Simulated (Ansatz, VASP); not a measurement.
## One calculation of PdPt, two programs

The input INCAR:

```
SYSTEM = PdPt
  PREC = Accurate
  ENCUT = 520
  EDIFF = 1E-8
  ISMEAR = -1
  SIGMA = 0.05
  LREAL = .False.
  LASPH = .True.
  NELM = 60
  ALGO = Normal
  ISIF = 2
  LWAVE = .False.
  LCHARG = .False.
  GGA = CA
  LEFG = .True.
  NBANDS = 17
```

KPOINTS

```
regular mesh
0
Gamma
  15 15 15
  0 0 0
```

POSCAR

```
PdPt
1.0
    1.3841154119      0.7991194057      4.5556623728
   -1.3841154119      0.7991194057      4.5556623728
    0.0000000000     -1.5982388113      4.5556623728
Pd Pt
1 1
Direct
    0.0000000000      0.0000000000      0.0000000000
    0.5000000000      0.5000000000      0.5000000000
```

Input for Ansatz:

```yaml
crystal:
  lattice:
    - [1.3841154119, 0.7991194057, 4.5556623728]
    - [-1.3841154119, 0.7991194057, 4.5556623728]
    - [0.0, -1.5982388113, 4.5556623728]
  atoms:
    - { symbol: Pd, position: [0.0, 0.0, 0.0] }
    - { symbol: Pt, position: [0.5, 0.5, 0.5] }
kpoints:
  mp_grid: { grid: [15, 15, 15] }
  band_path:
    path:
      - [0.0, 0.0, 0.0]
      - [0.5, 0.5, 0.5]
      - [0.8128203402, 0.1871796598, 0.5]
      - [0.5, -0.1871796598, 0.1871796598]
      - [0.5, 0.0, 0.0]
      - [0.0, 0.0, 0.0]
      - [0.3435898299, -0.3435898299, 0.0]
      - [0.6564101701, 0.0, 0.3435898299]
      - [0.5, 0.0, 0.5]
    npoints: 6
scf:
  occupations: { method: fermi_dirac, width: 0.05 }
hamiltonian:
  xc: lda
  pseudopotentials: { kind: paw }
output:
  forces: true
  stress: true
  eigenvalues: true
  efg: { contact_densities: true }
  populations: true
```

Change from the starting cell: volume scaled by 1, PAW files.

Alike in both runs: task electric field gradients; functional LDA; k mesh 15 × 15 × 15; occupations fermi-dirac, width 0.05 eV; no spin polarisation.

|  | VASP | Ansatz |
| --- | --- | --- |
| version | VASP 6.6.1 | Ansatz 0.2.0 |
| potentials or method | VASP PAW LDA potentials, release 64 (Pd, Pt) | PAW with Ansatz's default frozen-core files, scalar-relativistic |
| plane-wave cutoff (eV) | 520 | 420 |
| valence electrons in the cell | 20 | 36 |

VASP gave:

* pressure (GPa): -10.7
* traceless stress, the component that is largest in VASP (GPa): -0.11
* size of Vzz on the site where it differs most (V/Å²): 13.3

Q: Estimate Ansatz's values.

A: Pressure (GPa): -11.1; traceless stress, the component that is largest in VASP (GPa): -0.04; size of Vzz on the site where it differs most (V/Å²): 34.1.

LDA's correlation is that of Perdew and Zunger in VASP and of Perdew and Wang (1992) in Ansatz. One of these differences is far larger than is usual between the two programs; its cause wasn't traced. VASP's potentials hold 20 valence electrons a cell and Ansatz's 36, so a difference there can come from the potentials and not from the codes.

Neither program's run includes spin-orbit coupling.
